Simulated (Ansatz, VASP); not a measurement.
Given: the input of a run of VASP 6.6.1 on LiF.

File INCAR:

```
PREC = Accurate ; ENCUT = 520
EDIFF = 1E-7 ; ISMEAR = 0
SIGMA = 0.1 ; LREAL = F
LASPH = T ; NELM = 100
ALGO = Normal ; ISIF = 2
LWAVE = F ; LCHARG = F
GGA = RP ; NBANDS = 12
```

File KPOINTS:

```
Automatic mesh
0
Gamma
  11 11 11
```

File POSCAR:

```
LiF
1.0
    0.0000000000      2.0140000000      2.0140000000
    2.0140000000      0.0000000000      2.0140000000
    2.0140000000      2.0140000000      0.0000000000
F Li
1 1
Direct
    0.5000000000      0.5000000000      0.5000000000
    0.0000000000      0.0000000000      0.0000000000
```

Potentials or basis: VASP PAW PBE potentials, release 64 (F, Li_sv).

Run with:

```bash
$ cat potpaw_PBE.64/F/POTCAR potpaw_PBE.64/Li_sv/POTCAR > POTCAR
$ mpirun -np 1 vasp_std > vasp.out
```

Q: Translate it to Ansatz 0.2.0. Potentials there: all-electron LAPW, scalar-relativistic.

A: As run (the cutoff follows the program's own potentials):

The input input.yaml:

```yaml
crystal:
  lattice:
    - [0.0, 2.014, 2.014]
    - [2.014, 0.0, 2.014]
    - [2.014, 2.014, 0.0]
  atoms:
    - { symbol: F, position: [0.5, 0.5, 0.5] }
    - { symbol: Li, position: [0.0, 0.0, 0.0] }
kpoints:
  mp_grid: { grid: [11, 11, 11] }
scf:
  occupations: { method: gaussian, width: 0.1 }
hamiltonian:
  xc: rpbe
  pseudopotentials: { kind: all_electron, lapw: { basis_error: 0.001 } }
output:
  forces: true
  stress: true
  eigenvalues: true
```

Potentials or basis: all-electron LAPW, scalar-relativistic.

Run with:

```bash
$ ansatz run input.yaml --threads 1 --pin off --max-ram 3072MiB --backend cpu --events-out ev --progress --plain --runs-dir out
```

Both were run:

|  | VASP | Ansatz | Ansatz less VASP |
| --- | --- | --- | --- |
| gap on the k mesh at the Fermi level (eV) | 9.35 | 9.31 | -0.037 |
| least direct gap on the mesh (eV) | 9.35 | 9.31 | -0.037 |

VASP's potentials were made for PBE, not for RPBE. Ansatz ran all-electron here, and VASP with PAW potentials.

Noted on VASP's run: the cutoff is short for stress, so the pressure is rough.
